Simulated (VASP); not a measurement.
# MgS (F-43m) in VASP: further runs, part 2 of 2

VASP 6.6.1. The steps go on from the part before.

## 5. Single point, PBE (strain -4.0%)

File INCAR:

```
SYSTEM = MgS
PREC = Accurate
ENCUT = 520
EDIFF = 1E-6
ISMEAR = -1
SIGMA = 0.02
LREAL = .False.
LASPH = .True.
NELM = 80
ALGO = Normal
ISIF = 2
LWAVE = .False.
LCHARG = .False.
GGA = PE
NBANDS = 11
```

File KPOINTS:

```
Automatic mesh
0
Gamma
  8 8 8
  0 0 0
```

File POSCAR:

```
MgS
1.0
    0.0000000000      2.7176417676      2.7176417676
    2.7176417676      0.0000000000      2.7176417676
    2.7176417676      2.7176417676      0.0000000000
Mg S
1 1
Direct
    0.0000000000      0.0000000000      0.0000000000
    0.2500000000      0.2500000000      0.2500000000
```

Potentials or basis: VASP PAW PBE potentials, release 64 (Mg, S).

Run with:

```
$ cat potpaw_PBE.64/Mg/POTCAR potpaw_PBE.64/S/POTCAR > POTCAR
$ mpirun -np 1 vasp_std > vasp.out
```

OUTCAR:

```text
SYSTEM = MgS
   PREC = Accurate
   ENCUT = 520
   EDIFF = 1E-6
   ISMEAR = -1
   LREAL = .False.
   LASPH = .True.
   NELM = 80
   ISIF = 2
   GGA = PE

 ion  position               nearest neighbor table
   1  0.000  0.000  0.000-   2 2.35   2 2.35   2 2.35   2 2.35
   2  0.250  0.250  0.250-   1 2.35   1 2.35   1 2.35   1 2.35

  LATTYP: Found a face centered cubic cell.
 ALAT       =     5.4352835352

  Lattice vectors:

 A1 = (   0.0000000000,   2.7176417676,   2.7176417676)
 A2 = (   2.7176417676,   0.0000000000,   2.7176417676)
 A3 = (   2.7176417676,   2.7176417676,   0.0000000000)

Analysis of symmetry for initial positions (statically):
=====================================================================
 Subroutine PRICEL returns:
 Original cell was already a primitive cell.

 Routine SETGRP: Setting up the symmetry group for a
 face centered cubic supercell.

 Subroutine GETGRP returns: Found 24 space group operations
 (whereof 24 operations were pure point group operations)
 out of a pool of 48 trial point group operations.

The static configuration has the point symmetry T_d .

Analysis of symmetry for dynamics (positions and initial velocities):
=====================================================================
 Subroutine PRICEL returns:
 Original cell was already a primitive cell.

 Routine SETGRP: Setting up the symmetry group for a
 face centered cubic supercell.

 Subroutine GETGRP returns: Found 24 space group operations
 (whereof 24 operations were pure point group operations)
 out of a pool of 48 trial point group operations.

The dynamic configuration has the point symmetry T_d .

 Subroutine INISYM returns: Found 24 space group operations
 (whereof 24 operations are pure point group operations),
 and found     1 'primitive' translations

----------------------------------------------------------------------------------------

                                     Primitive cell

  volume of cell :      40.1427

  direct lattice vectors                    reciprocal lattice vectors
     0.000000000  2.717641768  2.717641768    -0.183983042  0.183983042  0.183983042
     2.717641768  0.000000000  2.717641768     0.183983042 -0.183983042  0.183983042
     2.717641768  2.717641768  0.000000000     0.183983042  0.183983042 -0.183983042

  length of vectors
     3.843325845  3.843325845  3.843325845     0.318667977  0.318667977  0.318667977

  position of ions in fractional coordinates (direct lattice)
     0.000000000  0.000000000  0.000000000
     0.250000000  0.250000000  0.250000000

  ion indices of the primitive-cell ions
   primitive index   ion index
                 1           1
                 2           2

----------------------------------------------------------------------------------------

 KPOINTS: Automatic mesh

Automatic generation of k-mesh.
 Grid dimensions read from file:
 generate k-points for:    8    8    8

 Generating k-lattice:

  Cartesian coordinates                     Fractional coordinates (reciprocal lattice)
    -0.022997880  0.022997880  0.022997880     0.125000000  0.000000000  0.000000000
     0.022997880 -0.022997880  0.022997880     0.000000000  0.125000000  0.000000000
     0.022997880  0.022997880 -0.022997880     0.000000000  0.000000000  0.125000000

  Length of vectors
     0.039833497  0.039833497  0.039833497

  Shift w.r.t. Gamma in fractional coordinates (k-lattice)
     0.000000000  0.000000000  0.000000000

 Subroutine IBZKPT returns following result:
 ===========================================

 Found     29 irreducible k-points:

 Following reciprocal coordinates:
            Coordinates               Weight
  0.000000  0.000000  0.000000      1.000000
  0.125000  0.000000  0.000000      8.000000
  0.250000  0.000000  0.000000      8.000000
  0.375000  0.000000  0.000000      8.000000
  0.500000  0.000000  0.000000      4.000000
  0.125000  0.125000  0.000000      6.000000
[... 16 lines left out ...]
  0.500000  0.250000  0.125000     48.000000
 -0.375000  0.250000  0.125000     24.000000
 [... further k-points ...]
   k-points           NKPTS =     29   k-points in BZ     NKDIM =     29   number of bands    NBANDS=     11
   number of dos      NEDOS =    301   number of ions     NIONS =      2
   total plane-waves  NPLWV =  27000
   dimension x,y,z NGX =    30 NGY =   30 NGZ =   30
   dimension x,y,z NGXF=    60 NGYF=   60 NGZF=   60
   ions per type =               1   1
   NGX,Y,Z   is equivalent  to a cutoff of  12.98, 12.98, 12.98 a.u.
   NGXF,Y,Z  is equivalent  to a cutoff of  25.95, 25.95, 25.95 a.u.
 SYSTEM =  MgS
   PREC   = accura    normal or accurate (medium, high low for compatibility)
   ISTART =      0    job   : 0-new  1-cont  2-samecut
   ICHARG =      2    charge: 1-file 2-atom 10-const
   ISPIN  =      1    spin polarized calculation?
   LNONCOLLINEAR =      F non collinear calculations
   LSORBIT =      F    spin-orbit coupling
   LASPH  =      T    aspherical Exc in radial PAW
   ENCUT  =  520.0 eV  38.22 Ry    6.18 a.u.   7.15  7.15  7.15*2*pi/ulx,y,z
   NELM   =     80;   NELMIN=  2; NELMDL= -5     # of ELM steps
   EDIFF  = 0.1E-05   stopping-criterion for ELM
   LREAL  =      F    real-space projection
   EDIFFG = 0.1E-04   stopping-criterion for IOM
   NSW    =      0    number of steps for IOM
   IBRION =     -1    ionic relax: 0-MD 1-quasi-New 2-CG
   NFREE  =      0    steps in history (QN), initial steepest desc. (CG)
   ISIF   =      2    stress and relaxation
   ISYM   =      2    0-nonsym 1-usesym 2-fastsym
   POTIM  = 0.5000    time-step for ionic-motion
   TEBEG  =    0.0;   TEEND  =   0.0 temperature during run
   PSTRESS=    0.0 pullay stress
   NELECT =       8.0000    total number of electrons
   NUPDOWN=      -1.0000    fix difference up-down
   EMIN   =  10.00;   EMAX   =-10.00  energy-range for DOS
   EFERMI =   0.00;   METHOD = LEGACY
   ISMEAR =    -1;   SIGMA  =   0.02  broadening in eV -4-tet -1-fermi 0-gaus
   EFERMI_NEDOS =   21; number of points for ismear=-14 and -15
   IALGO  =     38    algorithm
   IMIX   =      4    mixing-type and parameters
     AMIX     =   0.40;   BMIX     =  1.00
     AMIX_MAG =   1.60;   BMIX_MAG =  1.00
  volume/ion in A,a.u.               =      20.07       135.45
  Fermi-wavevector in a.u.,A,eV,Ry     =   0.956245  1.807041 12.441235  0.914405
  Thomas-Fermi vector in A             =   2.085156
   LORBIT       =      0    0 simple, 1 ext, 2 COOP (PROOUT), +10 PAW based schemes
   GGA     = PE    functional components
   LHFCALC =     F    Hartree Fock is set to
   AEXX    =    0.0000 exact exchange contribution
   IVDW    =     0    specifies the selected vdW correction
   LEPSILON=     F    determine dielectric tensor
   LRPA    =     F    only Hartree local field effects (RPA)
 non-spin polarized calculation
  energy-cutoff  :      520.00
  volume of cell :       40.14
 maximum number of plane-waves:      1106
 NGX is ok and might be reduce to    30
   NGX = 15   NGY = 15   NGZ = 15

 number of electron       8.0000000 magnetization

 Free energy of the ion-electron system (eV)
  ---------------------------------------------------
  ext. energy  EPLUGINS =         0.00000000
  ---------------------------------------------------
  free energy    TOTEN  =        -8.30184239 eV

  energy without entropy =       -8.30184239  energy(sigma->0) =       -8.30184239

 E-fermi :   2.3054     XC(G=0):  -8.8716

 val. band max:        1.8815660621   @ k =   0.0000   0.0000   0.0000
 cond. band min:       5.6366271095   @ k =   0.5000   0.5000   0.0000
 fundamental gap:      3.7550610474
 Fermi energy:         2.3053697832

 k-point     1 :       0.0000    0.0000    0.0000
  band No.  band energies     occupation
      1      -9.8283      2.00000
      2       1.8816      2.00000
      3       1.8816      2.00000
      4       1.8816      2.00000
      5       5.9802      0.00000
      6      10.1398      0.00000
      7      10.1398      0.00000
      8      10.1398      0.00000
      9      12.9580      0.00000
     10      12.9580      0.00000
     11      16.5178      0.00000
[... 309 lines left out ...]
 k-point    24 :      -0.3750    0.2500    0.1250
  band No.  band energies     occupation
      1      -8.8010      2.00000
      2      -1.2771      2.00000
      3       0.4005      2.00000
      4       1.1389      2.00000
      5       8.0655      0.00000
      6       8.8018      0.00000
      7      11.0398      0.00000
      8      11.3013      0.00000
      9      13.9469      0.00000
     10      15.3939      0.00000
     11      16.9271      0.00000

 [... further k-points ...]

------------------------ aborting loop because EDIFF is reached ----------------------------------------

  FORCE on cell =-STRESS in cart. coord.  units (eV):
  Direction    XX          YY          ZZ          XY          YZ          ZX
  --------------------------------------------------------------------------------------
  -------------------------------------------------------------------------------------
  Total        2.5726273      2.5726273      2.5726273      0.0000000     -0.0000000     -0.0000000
  in kB      102.6788119    102.6788119    102.6788119      0.0000000     -0.0000000     -0.0000000
  external PRESSURE =     102.6788119 kB  Pullay stress =       0.0000000 kB

 VOLUME and BASIS-vectors are now :
 -----------------------------------------------------------------------------
  energy-cutoff  :      520.00
  volume of cell :       40.14
      direct lattice vectors                 reciprocal lattice vectors
     0.000000000  2.717641768  2.717641768    -0.183983042  0.183983042  0.183983042
     2.717641768  0.000000000  2.717641768     0.183983042 -0.183983042  0.183983042
     2.717641768  2.717641768  0.000000000     0.183983042  0.183983042 -0.183983042

 POSITION                                       TOTAL-FORCE (eV/Angst)
 -----------------------------------------------------------------------------------
      0.00000      0.00000      0.00000         0.000000      0.000000      0.000000
      1.35882      1.35882      1.35882        -0.000000     -0.000000     -0.000000
 -----------------------------------------------------------------------------------
    total drift:                               -0.000000     -0.000000     -0.000000

  FREE ENERGIE OF THE ION-ELECTRON SYSTEM (eV)
  ---------------------------------------------------
  free  energy   TOTEN  =        -8.3018423950 eV

  energy  without entropy=       -8.3018423950  energy(sigma->0) =       -8.30184239
```

OSZICAR:

```text
N       E                     dE             d eps       ncg     rms          rms(c)
DAV:   1     0.248696527700E+02    0.24870E+02   -0.34544E+03   638   0.575E+02
DAV:   2    -0.698710368874E+01   -0.31857E+02   -0.29735E+02   791   0.105E+02
DAV:   3    -0.879750663229E+01   -0.18104E+01   -0.18077E+01   769   0.261E+01
DAV:   4    -0.881149048617E+01   -0.13984E-01   -0.13983E-01   767   0.281E+00
DAV:   5    -0.881164069471E+01   -0.15021E-03   -0.15021E-03   804   0.285E-01    0.440E+00
DAV:   6    -0.833725319038E+01    0.47439E+00   -0.10796E+00   689   0.405E+00    0.348E+00
DAV:   7    -0.829574033800E+01    0.41513E-01   -0.28720E-01   731   0.226E+00    0.270E+00
DAV:   8    -0.830236618377E+01   -0.66258E-02   -0.20007E-02   704   0.868E-01    0.148E+00
DAV:   9    -0.830167503170E+01    0.69115E-03   -0.21522E-03   719   0.240E-01    0.378E-01
DAV:  10    -0.830183713863E+01   -0.16211E-03   -0.43000E-04   716   0.102E-01    0.786E-02
DAV:  11    -0.830184105412E+01   -0.39155E-05   -0.46976E-05   731   0.292E-02    0.325E-02
DAV:  12    -0.830184236424E+01   -0.13101E-05   -0.36823E-06   749   0.103E-02    0.550E-03
DAV:  13    -0.830184239496E+01   -0.30727E-07   -0.11442E-07   469   0.204E-03
   1 F= -.83018424E+01 E0= -.83018424E+01  d E =-.529852E-11
```

stdout:

```text
POSCAR found type information on POSCAR MgS
 POSCAR found :  2 types and       2 ions
 scaLAPACK will be used
 LDA part: xc-table for (Slater+PW92), standard interpolation
 POSCAR, INCAR and KPOINTS ok, starting setup
 FFT: planning ... GRIDC
 FFT: planning ... GRID_SOFT
 FFT: planning ... GRID
 WAVECAR not read
 entering main loop
```

It took 11 s on 1 thread of Intel Xeon Platinum 8488C (Sapphire Rapids), shared host; peak memory 0.16 GiB.

What came out:

| Property | Result |
| --- | --- |
| Free energy | -8.3018 eV |
| Pressure | 10.3 GPa |
| Band gap on the k mesh | 3.75 eV, indirect (least direct gap 4.10 eV) |

Caveat: the cell differs from its parent crystal (strain -4.0%).

## 6. Single point, PBE (strain -3.0%)

File INCAR:

```
SYSTEM = MgS
ALGO     = Normal         ! electronic algorithm
EDIFF    = 1E-6           ! SCF threshold, eV
ENCUT    = 520            ! plane-wave cutoff, eV
GGA      = PE             ! functional
ISIF     = 2              ! what is computed and relaxed
ISMEAR   = -1             ! smearing method
LASPH    = .TRUE.         ! aspherical terms in the spheres
LCHARG   = .FALSE.        ! write CHGCAR
LREAL    = .FALSE.        ! projectors in reciprocal space
LWAVE    = .FALSE.        ! write WAVECAR
NBANDS   = 11             ! bands
NELM     = 80             ! most SCF steps
PREC     = Accurate       ! precision mode
SIGMA    = 0.02           ! smearing width, eV
```

File KPOINTS:

```
k-points
0
G
  8 8 8
  0 0 0
```

File POSCAR:

```
MgS
1.0
    0.0000000000      2.7459505360      2.7459505360
    2.7459505360      0.0000000000      2.7459505360
    2.7459505360      2.7459505360      0.0000000000
Mg S
1 1
Direct
    0.0000000000      0.0000000000      0.0000000000
    0.2500000000      0.2500000000      0.2500000000
```

Potentials or basis: VASP PAW PBE potentials, release 64 (Mg, S).

Run with:

```
$ cat potpaw_PBE.64/Mg/POTCAR potpaw_PBE.64/S/POTCAR > POTCAR
$ mpirun -np 1 vasp_std > vasp.out
```

It took 11 s on 1 thread of Intel Xeon Platinum 8488C (Sapphire Rapids), shared host; peak memory 0.17 GiB.

It converged, with:

| Item | Value |
| --- | --- |
| Free energy | -8.3720 eV |
| Pressure | 7.5 GPa |
| Band gap on the k mesh | 3.79 eV, indirect (least direct gap 3.93 eV) |

Levels at points of the mesh, in eV from the valence-band top:
```csv
k point,band 1,band 2,band 3,band 4,band 5,band 6,band 7,band 8,band 9
"(0.00, 0.00, 0.00)",-11.59,0.00,0.00,0.00,3.93,8.18,8.18,8.18,11.02
"(0.50, 0.00, 0.00)",-10.76,-3.45,-0.35,-0.35,5.44,7.76,7.76,9.04,13.52
"(0.50, 0.50, 0.00)",-10.49,-3.08,-1.14,-1.14,3.79,5.76,12.08,13.05,13.05
```

Caveat: the cell differs from its parent crystal (strain -3.0%). A k mesh can miss the band edges.

## 7. Summary

| cell | k mesh | smearing | gap on the mesh (eV) | pressure (GPa) |
| --- | --- | --- | --- | --- |
| a = 4.084 Å, angles 60.0°, 2 atoms | 4 × 4 × 4 | gaussian 0.01 eV | 3.16 | -2.1 |
| a = 4.124 Å, angles 60.0°, 2 atoms | 4 × 4 × 4 | gaussian 0.01 eV | 3.03 | -3.4 |
| a = 4.164 Å, angles 60.0°, 2 atoms | 4 × 4 × 4 | gaussian 0.01 eV | 2.89 | -4.5 |
| a = 3.843 Å, angles 60.0°, 2 atoms | 8 × 8 × 8 | fermi-dirac 0.02 eV | 3.75 | 10.3 |
| a = 3.883 Å, angles 60.0°, 2 atoms | 8 × 8 × 8 | fermi-dirac 0.02 eV | 3.79 | 7.5 |

Alike in all rows: task single point; level PBE; potentials or basis VASP PAW PBE potentials, release 64 (Mg, S); no spin polarisation; cutoff (eV) 520.

Caveats: some runs use coarse meshes.

Absolute energies hang on the potentials; compare differences alone.
